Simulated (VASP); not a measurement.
# NaF (Fm-3m) in VASP: further runs

Runs on NaF. Level: r2SCAN. Tasks: single point.

Program: VASP 6.6.1. These are calculated values, not measurements. Logs are shortened: lines on timing, memory, paths and dates and some standing lists are left out, and cuts for length are marked.

### Step 1. The cell of the first run

The structure is cubic, space group Fm-3m (No. 225). The conventional cell has a = 4.393 Å, b = 4.393 Å, c = 4.393 Å, α = 90.00°, β = 90.00°, γ = 90.00°. Na (site symmetry m-3m) has 6 F at 2.20 Å within 2.9 Å. F (site symmetry m-3m) has 6 Na at 2.20 Å within 2.9 Å.

### Step 2. Single point, r2SCAN

POSCAR reads:

```
NaF
1.0
    2.1963123105      2.1963123105      0.0000000000
   -2.1963123105      2.1963123105      0.0000000000
    0.0000000000      2.1963123105      2.1963123105
Na F
1 1
Direct
    0.0000000000      0.0000000000      0.0000000000
    0.5000000000      0.5000000000      0.0000000000
```

INCAR.step1 reads:

```
SYSTEM = NaF
ALGO = Normal
EDIFF = 1E-5
ENCUT = 1250
GGA = PE
GGA_COMPAT = .False.
ISMEAR = 0
LASPH = .True.
LCHARG = .False.
LREAL = .False.
LWAVE = .True.
NBANDS = 15
NELM = 120
PREC = Accurate
SIGMA = 0.01
```

INCAR.step2 reads:

```
SYSTEM = NaF
ALGO = Normal
EDIFF = 1E-6
ENCUT = 1250
GGA_COMPAT = .False.
ISIF = 2
ISMEAR = 0
ISTART = 1
LASPH = .True.
LCHARG = .False.
LMIXTAU = .True.
LREAL = .False.
LWAVE = .False.
METAGGA = R2SCAN
NBANDS = 15
NELM = 120
PREC = Accurate
SIGMA = 0.01
```

KPOINTS reads:

```
k-points
0
Gamma
  8 8 8
  0 0 0
```

Potentials or basis: VASP PAW PBE potentials, release 64 (Na_sv, F).

On the command line:

```
$ cat potpaw_PBE.64/Na_sv/POTCAR potpaw_PBE.64/F/POTCAR > POTCAR
$ cp INCAR.step1 INCAR
$ mpirun -np 1 vasp_std > vasp.out
$ cp INCAR.step2 INCAR
$ mpirun -np 1 vasp_std > vasp.out
```

OUTCAR:

```text
SYSTEM = NaF
   EDIFF = 1E-6
   ENCUT = 1250
   ISIF = 2
   ISMEAR = 0
   ISTART = 1
   LASPH = .True.
   LREAL = .False.
   METAGGA = R2SCAN
   NELM = 120
   PREC = Accurate

 ion  position               nearest neighbor table
   1  0.000  0.000  0.000-
   2  0.500  0.500  0.000-

  LATTYP: Found a face centered cubic cell.
 ALAT       =     4.3926246210

  Lattice vectors:

 A1 = (   0.0000000000,   2.1963123105,   2.1963123105)
 A2 = (   2.1963123105,   0.0000000000,   2.1963123105)
 A3 = (   2.1963123105,   2.1963123105,   0.0000000000)

Analysis of symmetry for initial positions (statically):
=====================================================================
 Subroutine PRICEL returns:
 Original cell was already a primitive cell.

 Routine SETGRP: Setting up the symmetry group for a
 face centered cubic supercell.

 Subroutine GETGRP returns: Found 48 space group operations
 (whereof 48 operations were pure point group operations)
 out of a pool of 48 trial point group operations.

The static configuration has the point symmetry O_h .

Analysis of symmetry for dynamics (positions and initial velocities):
=====================================================================
 Subroutine PRICEL returns:
 Original cell was already a primitive cell.

 Routine SETGRP: Setting up the symmetry group for a
 face centered cubic supercell.

 Subroutine GETGRP returns: Found 48 space group operations
 (whereof 48 operations were pure point group operations)
 out of a pool of 48 trial point group operations.

The dynamic configuration has the point symmetry O_h .

 Subroutine INISYM returns: Found 48 space group operations
 (whereof 48 operations are pure point group operations),
 and found     1 'primitive' translations

----------------------------------------------------------------------------------------

                                     Primitive cell

  volume of cell :      21.1891

  direct lattice vectors                    reciprocal lattice vectors
     2.196312311  2.196312311  0.000000000     0.227654327  0.227654327 -0.227654327
    -2.196312311  2.196312311  0.000000000    -0.227654327  0.227654327 -0.227654327
     0.000000000  2.196312311  2.196312311     0.000000000  0.000000000  0.455308653

  length of vectors
     3.106054657  3.106054657  3.106054657     0.394308860  0.394308860  0.455308653

  position of ions in fractional coordinates (direct lattice)
     0.000000000  0.000000000  0.000000000
     0.500000000  0.500000000  0.000000000

  ion indices of the primitive-cell ions
   primitive index   ion index
                 1           1
                 2           2

----------------------------------------------------------------------------------------

 KPOINTS: k-points

Automatic generation of k-mesh.
 Grid dimensions read from file:
 generate k-points for:    8    8    8

 Generating k-lattice:

  Cartesian coordinates                     Fractional coordinates (reciprocal lattice)
     0.028456791  0.028456791 -0.028456791     0.125000000  0.000000000  0.000000000
    -0.028456791  0.028456791 -0.028456791     0.000000000  0.125000000  0.000000000
     0.000000000  0.000000000  0.056913582     0.000000000  0.000000000  0.125000000

  Length of vectors
     0.049288608  0.049288608  0.056913582

  Shift w.r.t. Gamma in fractional coordinates (k-lattice)
     0.000000000  0.000000000  0.000000000

 Subroutine IBZKPT returns following result:
 ===========================================

 Found     29 irreducible k-points:

 Following reciprocal coordinates:
            Coordinates               Weight
  0.000000  0.000000  0.000000      1.000000
  0.125000  0.000000  0.000000      8.000000
  0.250000  0.000000  0.000000      8.000000
  0.375000  0.000000  0.000000      8.000000
  0.500000  0.000000  0.000000      4.000000
  0.125000  0.125000  0.000000     12.000000
[... 16 lines left out ...]
  0.375000  0.250000  0.125000     48.000000
  0.500000  0.250000  0.125000     24.000000
 [... further k-points ...]
   k-points           NKPTS =     29   k-points in BZ     NKDIM =     29   number of bands    NBANDS=     15
   number of dos      NEDOS =    301   number of ions     NIONS =      2
   total plane-waves  NPLWV =  46656
   dimension x,y,z NGX =    36 NGY =   36 NGZ =   36
   dimension x,y,z NGXF=    72 NGYF=   72 NGZF=   72
   ions per type =               1   1
   NGX,Y,Z   is equivalent  to a cutoff of  19.27, 19.27, 19.27 a.u.
   NGXF,Y,Z  is equivalent  to a cutoff of  38.54, 38.54, 38.54 a.u.
 SYSTEM =  NaF
   PREC   = accura    normal or accurate (medium, high low for compatibility)
   ISTART =      1    job   : 0-new  1-cont  2-samecut
   ICHARG =      0    charge: 1-file 2-atom 10-const
   ISPIN  =      1    spin polarized calculation?
   LNONCOLLINEAR =      F non collinear calculations
   LSORBIT =      F    spin-orbit coupling
   LASPH  =      T    aspherical Exc in radial PAW
   ENCUT  = 1250.0 eV  91.87 Ry    9.59 a.u.   8.95  8.95  8.95*2*pi/ulx,y,z
   NELM   =    120;   NELMIN=  2; NELMDL=  0     # of ELM steps
   EDIFF  = 0.1E-05   stopping-criterion for ELM
   LREAL  =      F    real-space projection
[... 7 lines left out ...]
   TEBEG  =    0.0;   TEEND  =   0.0 temperature during run
   PSTRESS=    0.0 pullay stress
   NELECT =      16.0000    total number of electrons
   NUPDOWN=      -1.0000    fix difference up-down
   EMIN   =  10.00;   EMAX   =-10.00  energy-range for DOS
   EFERMI =   0.00;   METHOD = LEGACY
   ISMEAR =     0;   SIGMA  =   0.01  broadening in eV -4-tet -1-fermi 0-gaus
   EFERMI_NEDOS =   21; number of points for ismear=-14 and -15
   IALGO  =     38    algorithm
   IMIX   =      4    mixing-type and parameters
     AMIX     =   0.40;   BMIX     =  1.00
     AMIX_MAG =   1.60;   BMIX_MAG =  1.00
  volume/ion in A,a.u.               =      10.59        71.50
  Fermi-wavevector in a.u.,A,eV,Ry     =   1.490770  2.817147 30.237534  2.222396
  Thomas-Fermi vector in A             =   2.603510
   LORBIT       =      0    0 simple, 1 ext, 2 COOP (PROOUT), +10 PAW based schemes
   METAGGA = R2SCAN    functional components
   LHFCALC =     F    Hartree Fock is set to
   AEXX    =    0.0000 exact exchange contribution
   IVDW    =     0    specifies the selected vdW correction
   LEPSILON=     F    determine dielectric tensor
   LRPA    =     F    only Hartree local field effects (RPA)
 non-spin polarized calculation
 Gauss-broadening in eV      SIGMA  =   0.01
  energy-cutoff  :     1250.00
  volume of cell :       21.19
 maximum number of plane-waves:      2148
   NGX = 17   NGY = 17   NGZ = 17

 number of electron      16.0000003 magnetization

 Free energy of the ion-electron system (eV)
  ---------------------------------------------------
  ext. energy  EPLUGINS =         0.00000000
  ---------------------------------------------------
  free energy    TOTEN  =       -12.48278122 eV

  energy without entropy =      -12.48278122  energy(sigma->0) =      -12.48278122

 E-fermi :  -1.3250     XC(G=0): -10.4167

 val. band max:       -1.5046646884   @ k =   0.0000   0.0000   0.0000
 cond. band min:       6.6238985297   @ k =   0.0000   0.0000   0.0000
 fundamental gap:      8.1285632181
 Fermi energy:        -1.3250184376

 k-point     1 :       0.0000    0.0000    0.0000
  band No.  band energies     occupation
      1     -50.1740      2.00000
      2     -22.0892      2.00000
      3     -20.5265      2.00000
      4     -20.5265      2.00000
      5     -20.5265      2.00000
      6      -1.5047      2.00000
      7      -1.5047      2.00000
      8      -1.5047      2.00000
      9       6.6239      0.00000
     10      19.7764      0.00000
     11      19.7765      0.00000
     12      19.7765      0.00000
     13      22.5886      0.00000
     14      25.7776      0.00000
     15      25.7776      0.00000

 k-point     2 :       0.1250    0.0000    0.0000
  band No.  band energies     occupation
      1     -50.1703      2.00000
      2     -22.1658      2.00000
      3     -20.5288      2.00000
      4     -20.5288      2.00000
      5     -20.4233      2.00000
      6      -1.8532      2.00000
      7      -1.5570      2.00000
      8      -1.5570      2.00000
      9       7.2308      0.00000
     10      17.8153      0.00000
     11      20.1000      0.00000
     12      20.1000      0.00000
     13      25.0313      0.00000
     14      25.3011      0.00000
     15      25.3011      0.00000

 k-point     3 :       0.2500    0.0000    0.0000
  band No.  band energies     occupation
      1     -50.1613      2.00000
      2     -22.3212      2.00000
      3     -20.5345      2.00000
      4     -20.5345      2.00000
      5     -20.2024      2.00000
      6      -2.5797      2.00000
      7      -1.6816      2.00000
      8      -1.6816      2.00000
      9       8.6791      0.00000
     10      15.6759      0.00000
     11      20.8805      0.00000
     12      20.8805      0.00000
     13      24.6666      0.00000
     14      24.6666      0.00000
     15      26.7759      0.00000
[... 343 lines left out ...]
 k-point    23 :       0.3750    0.2500    0.1250
  band No.  band energies     occupation
      1     -50.1477      2.00000
      2     -22.2864      2.00000
      3     -20.6099      2.00000
      4     -20.5635      2.00000
      5     -20.1339      2.00000
      6      -3.0057      2.00000
      7      -2.1224      2.00000
      8      -1.8963      2.00000
      9      11.3470      0.00000
     10      14.0606      0.00000
     11      19.0828      0.00000
     12      21.0508      0.00000
     13      23.1154      0.00000
     14      25.6211      0.00000
     15      30.5753      0.00000

 k-point    24 :       0.5000    0.2500    0.1250
  band No.  band energies     occupation
      1     -50.1447      2.00000
      2     -22.2907      2.00000
      3     -20.6142      2.00000
      4     -20.5765      2.00000
      5     -20.1081      2.00000
      6      -3.0943      2.00000
      7      -2.2223      2.00000
      8      -1.9434      2.00000
      9      12.2907      0.00000
     10      13.5408      0.00000
     11      18.7272      0.00000
     12      20.7438      0.00000
     13      23.8533      0.00000
     14      25.1701      0.00000
     15      30.7636      0.00000

 [... further k-points ...]
[... 5 lines left out ...]
  --------------------------------------------------------------------------------------
  -------------------------------------------------------------------------------------
  Total        1.3260811      1.3260811      1.3260811     -0.0000000      0.0000000     -0.0000000
  in kB      100.2693928    100.2693928    100.2693928     -0.0000000      0.0000000     -0.0000000
  external PRESSURE =     100.2693928 kB  Pullay stress =       0.0000000 kB

 VOLUME and BASIS-vectors are now :
 -----------------------------------------------------------------------------
  energy-cutoff  :     1250.00
  volume of cell :       21.19
      direct lattice vectors                 reciprocal lattice vectors
     2.196312311  2.196312311  0.000000000     0.227654327  0.227654327 -0.227654327
    -2.196312311  2.196312311  0.000000000    -0.227654327  0.227654327 -0.227654327
     0.000000000  2.196312311  2.196312311     0.000000000  0.000000000  0.455308653

 POSITION                                       TOTAL-FORCE (eV/Angst)
 -----------------------------------------------------------------------------------
      0.00000      0.00000      0.00000         0.000000     -0.000000      0.000000
      0.00000      2.19631      0.00000        -0.000000      0.000000      0.000000
 -----------------------------------------------------------------------------------
    total drift:                               -0.000000      0.000000     -0.000000

  FREE ENERGIE OF THE ION-ELECTRON SYSTEM (eV)
  ---------------------------------------------------
  free  energy   TOTEN  =       -12.4827812246 eV

  energy  without entropy=      -12.4827812246  energy(sigma->0) =      -12.48278122
```

Run time: 41 s. Hardware: 1 thread of Intel Xeon 6975P-C (Granite Rapids), shared host; peak memory 0.22 GiB.

Results:

| Property | Result |
| --- | --- |
| Free energy | -12.4828 eV |
| Pressure | 10.0 GPa |
| Band gap on the k mesh | 8.13 eV |

Caveat: the cell stands under pressure; the PAW data sets were made with another functional, which shifts forces and pressure a little.

### Step 3. Single point, r2SCAN

This run uses another cell than the first one, of 12.63 Å³/atom.

POSCAR reads:

```
NaF
1.0
    2.3286261909      2.3286261909      0.0000000000
   -2.3286261909      2.3286261909      0.0000000000
    0.0000000000      2.3286261909      2.3286261909
Na F
1 1
Direct
    0.0000000000      0.0000000000      0.0000000000
    0.5000000000      0.5000000000      0.0000000000
```

INCAR.step1 reads:

```
SYSTEM = NaF
PREC = Accurate
ENCUT = 1250
ISMEAR = 0
SIGMA = 0.01
LREAL = .FALSE.
LASPH = .TRUE.
NELM = 120
NBANDS = 15
GGA = PE
ALGO = Normal
EDIFF = 1E-5
LWAVE = .TRUE.
LCHARG = .FALSE.
GGA_COMPAT = .FALSE.
```

INCAR.step2 reads:

```
SYSTEM = NaF
PREC = Accurate
ENCUT = 1250
EDIFF = 1E-6
ISMEAR = 0
SIGMA = 0.01
LREAL = .FALSE.
LASPH = .TRUE.
NELM = 120
ALGO = Normal
ISIF = 2
LWAVE = .FALSE.
LCHARG = .FALSE.
METAGGA = R2SCAN
LMIXTAU = .TRUE.
NBANDS = 15
ISTART = 1
GGA_COMPAT = .FALSE.
```

KPOINTS reads:

```
regular mesh
0
G
  8 8 8
  0 0 0
```

Potentials or basis: VASP PAW PBE potentials, release 64 (Na_sv, F).

On the command line:

```
$ cat potpaw_PBE.64/Na_sv/POTCAR potpaw_PBE.64/F/POTCAR > POTCAR
$ cp INCAR.step1 INCAR
$ mpirun -np 1 vasp_std > vasp.out
$ cp INCAR.step2 INCAR
$ mpirun -np 1 vasp_std > vasp.out
```

Run time: 2 min. Hardware: 1 thread of AMD EPYC 7R13 (Zen 3), shared host; peak memory 0.23 GiB.

The run converged. Its results:

* Free energy: -12.5634 eV
* Pressure: -2.0 GPa
* Band gap on the k mesh: 7.05 eV

Levels at points of the mesh, in eV from the valence-band top:
| k point | band 4 | band 5 | band 6 | band 7 | band 8 | band 9 | band 10 | band 11 | band 12 | band 13 |
| --- | --- | --- | --- | --- | --- | --- | --- | --- | --- | --- |
| (0.00, 0.00, 0.00) | -19.52 | -19.52 | 0.00 | 0.00 | 0.00 | 7.05 | 19.97 | 19.97 | 19.97 | 22.34 |
| (0.50, 0.00, 0.00) | -19.53 | -19.01 | -1.52 | -0.25 | -0.25 | 11.51 | 13.31 | 21.21 | 21.21 | 24.08 |
| (0.50, 0.50, 0.00) | -19.56 | -19.56 | -1.24 | -0.40 | -0.40 | 13.92 | 14.04 | 14.68 | 20.87 | 20.87 |

Caveat: the PAW data sets were made with another functional, which shifts forces and pressure a little.
